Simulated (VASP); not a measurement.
FePt: single point with RPBE

FePt:

```
CELL_PARAMETERS angstrom
2.72350 0.00000 0.00000
0.00000 2.72350 0.00000
0.00000 0.00000 3.72000
ATOMIC_POSITIONS crystal
Pt 0.50000 0.50000 0.50000
Fe 0.00000 0.00000 0.00000
```

* Program: VASP 6.6.1
* Task: single point
* Functional: RPBE
* Potentials or basis: VASP PAW PBE potentials, release 64 (Pt, Fe)
* Cutoff: 520 eV
* k mesh: 6 × 6 × 4
* Occupations: fermi-dirac, width 0.05 eV
* Spin: collinear spin, ferromagnetic start
* Starting moments: [0.0, 3.0] μB
* Dipole correction: no
* Further INCAR settings: ALGO = Normal; EDIFF = 1e-06; NBANDS = 20

- Pressure: 7.4 GPa
- Net moment: 3.30 μB per cell
- Site moments: Pt +0.34; Fe +2.94 μB
- Valence electrons inside the program's atomic spheres: Pt 9.44; Fe 6.97

Stress tensor (GPa, compression positive):
```
6.14 0.00 0.00
0.00 6.14 0.00
0.00 0.00 9.85
```

Levels at points of the mesh, in eV from the Fermi level:
Spin up:
```csv
k point,band 7,band 8,band 9,band 10,band 11,band 12,band 13,band 14,band 15,band 16
"(0.00, 0.00, 0.00)",-2.19,-1.97,-0.57,-0.45,-0.45,2.30,9.78,11.69,11.69,17.18
"(0.50, 0.00, 0.00)",-2.71,-2.59,-2.22,-1.66,0.13,2.01,10.47,10.54,12.58,13.29
"(0.50, 0.50, 0.00)",-0.59,-0.54,-0.54,0.52,1.64,1.64,7.58,10.05,10.91,12.39
"(0.00, 0.00, 0.50)",-2.39,-2.39,-2.18,-2.18,-1.93,-0.88,15.61,15.66,16.19,16.19
"(0.50, 0.00, 0.50)",-1.25,-0.91,-0.57,-0.55,-0.49,-0.47,4.69,6.83,16.15,16.50
"(0.50, 0.50, 0.50)",-2.39,-1.79,-1.08,0.52,6.84,6.84,7.74,8.32,8.48,8.57
```
Spin down:
```csv
k point,band 6,band 7,band 8,band 9,band 10,band 11
"(0.00, 0.00, 0.00)",-0.82,-0.78,0.61,1.71,1.71,1.77
"(0.50, 0.00, 0.00)",-1.38,-1.13,-0.88,0.62,0.76,2.35
"(0.50, 0.50, 0.00)",1.29,1.67,1.69,1.73,1.73,1.79
"(0.00, 0.00, 0.50)",-1.91,-1.43,-0.60,0.22,0.50,0.50
"(0.50, 0.00, 0.50)",-0.48,-0.42,-0.41,0.92,1.53,1.58
"(0.50, 0.50, 0.50)",-1.32,-1.32,0.82,0.93,1.70,7.56
```

Run time: 19 s on 1 thread of Intel(R) Xeon(R) Platinum 8559C (Emerald Rapids) (shared host), peak memory 0.15 GiB.

Caveat: the k points lie up to 0.42 Å⁻¹ apart; the PAW data sets were made with another functional, which shifts forces and pressure a little; spin-orbit coupling is left out, which moves the levels of the heavy elements.
